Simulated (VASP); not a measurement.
Runs of VASP 6.6.1 on GaSb. The structure is that of space group I-4m2 (No. 119), or close to it. The cells are those of the table. 

```csv
cell,gap on the mesh (eV),pressure (GPa)
"a = 4.224, b = 4.389 Å, angles 58.7, 62.6, 58.7°, 2 atoms",-,4.5
"a = 4.274, b = 4.100 Å, angles 61.3, 57.3, 61.3°, 2 atoms",(a),7.8
"a = 4.177, b = 4.286 Å, angles 59.1, 61.7, 59.1°, 2 atoms",0.24,7.8
"a = 4.338, b = 4.161 Å, angles 61.3, 57.3, 61.3°, 2 atoms",-,(b)
"a = 4.526, b = 4.645 Å, angles 59.1, 61.7, 59.1°, 2 atoms",0.09,-3.8
"a = 4.510, b = 4.687 Å, angles 58.7, 62.6, 58.7°, 2 atoms",-,-3.8
"a = 4.632, b = 4.443 Å, angles 61.3, 57.3, 61.3°, 2 atoms",none,-3.8
"a = 4.162, b = 4.325 Å, angles 58.7, 62.6, 58.7°, 2 atoms",-,7.7
```

Alike in all rows: task single point; level PBE; potentials or basis VASP PAW PBE potentials, release 64 (Ga_d, Sb); no spin polarisation; k mesh 14 × 14 × 14; cutoff (eV) 520; smearing gaussian 0.15 eV.

**Question.** Fill in the values left out.

**Answer.** (a) 0.28; (b) 4.6.

Caveats: spin-orbit coupling is left out, which moves the levels of the heavy elements; the cell stands under pressure (at least some runs); the cell stands under tension (at least some runs); semilocal functionals underestimate gaps, so a narrow gap can read as zero (at least some runs).

A k mesh can miss the band edges, and the runs leave out spin-orbit coupling on Ga, Sb.

A gap of «none» marks levels without a gap at the run's occupations.
